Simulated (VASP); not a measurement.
# Nb (Im-3m) in VASP: a series of runs, part 2 of 2

VASP 6.6.1. The steps go on from the part before.

## (4) Single point, LDA (volume scaled by 1.02)

INCAR

```
PREC     = Accurate       # precision mode
ENCUT    = 500            # plane-wave cutoff, eV
EDIFF    = 1E-6           # SCF threshold, eV
ISMEAR   = -1             # smearing method
SIGMA    = 0.05           # smearing width, eV
LREAL    = False          # projectors in reciprocal space
LASPH    = True           # aspherical terms in the spheres
NELM     = 120            # most SCF steps
ALGO     = Normal         # electronic algorithm
ISIF     = 2              # what is computed and relaxed
LWAVE    = False          # write WAVECAR
LCHARG   = False          # write CHGCAR
GGA      = CA             # functional
NBANDS   = 12             # bands
GGA_COMPAT= False
```

KPOINTS

```
Automatic mesh
0
Gamma
  11 11 11
```

POSCAR

```
Nb
1.0
   -1.6749698576      1.6749698576      1.6749698576
    1.6749698576     -1.6749698576      1.6749698576
    1.6749698576      1.6749698576     -1.6749698576
Nb
1
Direct
    0.0000000000      0.0000000000      0.0000000000
```

Potentials or basis: VASP PAW LDA potentials, release 64 (Nb_sv).

On the command line:

```sh
cat potpaw_LDA.64/Nb_sv/POTCAR > POTCAR
mpirun -np 1 vasp_std > vasp.out
```

OUTCAR:

```text
PREC = Accurate
   ENCUT = 500
   EDIFF = 1E-6
   ISMEAR = -1
   LREAL = False
   LASPH = True
   NELM = 120
   ISIF = 2
   GGA = CA

 ion  position               nearest neighbor table
   1  0.000  0.000  0.000-

  LATTYP: Found a body centered cubic cell.
 ALAT       =     3.3499397152

  Lattice vectors:

 A1 = (  -1.6749698576,   1.6749698576,   1.6749698576)
 A2 = (   1.6749698576,  -1.6749698576,   1.6749698576)
 A3 = (   1.6749698576,   1.6749698576,  -1.6749698576)

Analysis of symmetry for initial positions (statically):
=====================================================================
 Subroutine PRICEL returns:
 Original cell was already a primitive cell.

 Routine SETGRP: Setting up the symmetry group for a
 body centered cubic supercell.

 Subroutine GETGRP returns: Found 48 space group operations
 (whereof 48 operations were pure point group operations)
 out of a pool of 48 trial point group operations.

The static configuration has the point symmetry O_h .

Analysis of symmetry for dynamics (positions and initial velocities):
=====================================================================
 Subroutine PRICEL returns:
 Original cell was already a primitive cell.

 Routine SETGRP: Setting up the symmetry group for a
 body centered cubic supercell.

 Subroutine GETGRP returns: Found 48 space group operations
 (whereof 48 operations were pure point group operations)
 out of a pool of 48 trial point group operations.

The dynamic configuration has the point symmetry O_h .

 Subroutine INISYM returns: Found 48 space group operations
 (whereof 48 operations are pure point group operations),
 and found     1 'primitive' translations

----------------------------------------------------------------------------------------

                                     Primitive cell
[... 113 lines left out ...]
   LORBIT       =      0    0 simple, 1 ext, 2 COOP (PROOUT), +10 PAW based schemes
   GGA     = CA    functional components
   LHFCALC =     F    Hartree Fock is set to
   AEXX    =    0.0000 exact exchange contribution
   IVDW    =     0    specifies the selected vdW correction
   LEPSILON=     F    determine dielectric tensor
   LRPA    =     F    only Hartree local field effects (RPA)
 non-spin polarized calculation
  energy-cutoff  :      500.00
  volume of cell :       18.80
 maximum number of plane-waves:       486
 NGX is ok and might be reduce to    24
   NGX = 11   NGY = 11   NGZ = 11

 number of electron      12.9999999 magnetization

 Free energy of the ion-electron system (eV)
  ---------------------------------------------------
  ext. energy  EPLUGINS =         0.00000000
  ---------------------------------------------------
  free energy    TOTEN  =       -11.17292570 eV

  energy without entropy =      -11.15808587  energy(sigma->0) =      -11.16550578

 E-fermi :  10.3595     XC(G=0): -12.4988

 val. band max:       10.3512884567   @ k =  -0.1818   0.1818   0.0909
 cond. band min:      10.4092137260   @ k =   0.0909   0.0909   0.0000
 fundamental gap:      0.0579252693
 Fermi energy:        10.3595267221

 k-point     1 :       0.0000    0.0000    0.0000
  band No.  band energies     occupation
      1     -43.7309      2.00000
      2     -19.2664      2.00000
      3     -19.2664      2.00000
      4     -19.2664      2.00000
      5       4.5599      2.00000
      6      10.7449      0.00090
      7      10.7449      0.00090
      8      10.7449      0.00090
      9      13.5050      0.00000
     10      13.5050      0.00000
     11      24.5260      0.00000
     12      24.5260      0.00000
[... 331 lines left out ...]
 k-point    24 :       0.3636    0.1818    0.0909
  band No.  band energies     occupation
      1     -43.5082      2.00000
      2     -20.2604      2.00000
      3     -19.8127      2.00000
      4     -19.4655      2.00000
      5       8.1007      2.00000
      6       8.9048      2.00000
      7      10.6745      0.00367
      8      13.8570      0.00000
      9      14.2361      0.00000
     10      19.0609      0.00000
     11      20.2857      0.00000
     12      22.7566      0.00000

 [... further k-points ...]

------------------------ aborting loop because EDIFF is reached ----------------------------------------

  FORCE on cell =-STRESS in cart. coord.  units (eV):
  Direction    XX          YY          ZZ          XY          YZ          ZX
  --------------------------------------------------------------------------------------
  -------------------------------------------------------------------------------------
  Total       -1.7053099     -1.7053099     -1.7053099     -0.0000000      0.0000000      0.0000000
  in kB     -145.3559848   -145.3559848   -145.3559848     -0.0000000      0.0000000      0.0000000
  external PRESSURE =    -145.3559848 kB  Pullay stress =       0.0000000 kB

 VOLUME and BASIS-vectors are now :
 -----------------------------------------------------------------------------
  energy-cutoff  :      500.00
  volume of cell :       18.80
      direct lattice vectors                 reciprocal lattice vectors
    -1.674969858  1.674969858  1.674969858     0.000000000  0.298512835  0.298512835
     1.674969858 -1.674969858  1.674969858     0.298512835  0.000000000  0.298512835
     1.674969858  1.674969858 -1.674969858     0.298512835  0.298512835  0.000000000

 POSITION                                       TOTAL-FORCE (eV/Angst)
 -----------------------------------------------------------------------------------
      0.00000      0.00000      0.00000         0.000000      0.000000      0.000000
 -----------------------------------------------------------------------------------
    total drift:                                0.000000      0.000000      0.000000

  FREE ENERGIE OF THE ION-ELECTRON SYSTEM (eV)
  ---------------------------------------------------
  free  energy   TOTEN  =       -11.1729256971 eV

  energy  without entropy=      -11.1580858689  energy(sigma->0) =      -11.16550578
```

OSZICAR:

```text
N       E                     dE             d eps       ncg     rms          rms(c)
DAV:   1     0.120830862157E+03    0.12083E+03   -0.69897E+03  1344   0.105E+03
DAV:   2    -0.627550678831E+01   -0.12711E+03   -0.12167E+03  1476   0.404E+02
DAV:   3    -0.113612545734E+02   -0.50857E+01   -0.48910E+01  1980   0.725E+01
DAV:   4    -0.116800096107E+02   -0.31876E+00   -0.31739E+00  2016   0.156E+01
DAV:   5    -0.116898549943E+02   -0.98454E-02   -0.98432E-02  1956   0.254E+00    0.668E+00
DAV:   6    -0.112282054324E+02    0.46165E+00   -0.66205E-01  2192   0.104E+01    0.227E+00
DAV:   7    -0.111709714124E+02    0.57234E-01   -0.17376E-01  2224   0.513E+00    0.885E-01
DAV:   8    -0.111728870819E+02   -0.19157E-02   -0.10716E-02  1696   0.133E+00    0.603E-02
DAV:   9    -0.111729210029E+02   -0.33921E-04   -0.85078E-04  2292   0.310E-01    0.266E-02
DAV:  10    -0.111729277385E+02   -0.67356E-05   -0.13715E-05  1724   0.413E-02    0.136E-02
DAV:  11    -0.111729257789E+02    0.19595E-05   -0.50302E-06  1792   0.362E-02    0.313E-03
DAV:  12    -0.111729256971E+02    0.81849E-07   -0.20041E-07   968   0.817E-03
   1 F= -.11172926E+02 E0= -.11165506E+02  d E =-.148398E-01
```

stdout:

```text
POSCAR found type information on POSCAR Nb
 POSCAR found :  1 types and       1 ions
 scaLAPACK will be used
 LDA part: xc-table for (Slater(with rela. corr.)+CA(PZ))
 , standard interpolation
 POSCAR, INCAR and KPOINTS ok, starting setup
 FFT: planning ... GRIDC
 FFT: planning ... GRID_SOFT
 FFT: planning ... GRID
 WAVECAR not read
 entering main loop
```

Run time: 22 s. Hardware: 1 thread of Intel Xeon 8259CL, shared host; peak memory 0.13 GiB.

What came out:

| Quantity | Value |
| --- | --- |
| Free energy | -11.1729 eV |
| Pressure | -14.5 GPa |

Levels at points of the mesh, in eV from the Fermi level:
| k point | band 4 | band 5 | band 6 | band 7 | band 8 | band 9 |
| --- | --- | --- | --- | --- | --- | --- |
| (0.00, 0.00, 0.00) | -29.63 | -5.80 | 0.39 | 0.39 | 0.39 | 3.15 |

## (5) Single point, LDA (volume scaled by 1.04)

INCAR

```
ALGO = Normal
EDIFF = 1E-6
ENCUT = 500
GGA_COMPAT = F
ISIF = 2
ISMEAR = -1
LASPH = T
LCHARG = T
LELF = T
LREAL = F
LVHAR = T
LWAVE = F
NBANDS = 12
NELM = 120
PREC = Accurate
SIGMA = 0.05
```

KPOINTS

```
k-points
0
Gamma
  11 11 11
```

POSCAR

```
Nb
1.0
   -1.6858465900      1.6858465900      1.6858465900
    1.6858465900     -1.6858465900      1.6858465900
    1.6858465900      1.6858465900     -1.6858465900
Nb
1
Direct
    0.0000000000      0.0000000000      0.0000000000
```

On the command line:

```sh
cat potpaw_LDA.64/Nb_sv/POTCAR > POTCAR
mpirun -np 1 vasp_std > vasp.out
```

Run time: 23 s. Hardware: 1 thread of Intel Xeon 8259CL, shared host; peak memory 0.13 GiB.

Results (log left out):

```
Free energy : -11.1369 eV
Pressure    : -17.1 GPa
```

Levels at points of the mesh, in eV from the Fermi level:
```csv
k point,band 2,band 3,band 4,band 5,band 6,band 7,band 8,band 9,band 10,band 11
"(0.00, 0.00, 0.00)",-29.69,-29.69,-29.69,-5.76,0.38,0.38,0.38,3.08,3.08,14.11
```

## (6) The runs side by side

```csv
cell,gap on the mesh (eV),pressure (GPa)
"a = 2.863 Å, angles 109.5°, 1 atom",none,-8.7
"a = 2.882 Å, angles 109.5°, 1 atom",none,-11.7
"a = 2.901 Å, angles 109.5°, 1 atom",none,-14.5
"a = 2.920 Å, angles 109.5°, 1 atom",none,-17.1
```

Alike in all rows: task single point; level LDA; potentials or basis VASP PAW LDA potentials, release 64 (Nb_sv); no spin polarisation; k mesh 11 × 11 × 11; cutoff (eV) 500; smearing fermi-dirac 0.05 eV.

Total energies depend on the potentials used, so only differences within one code and one set of settings carry meaning.
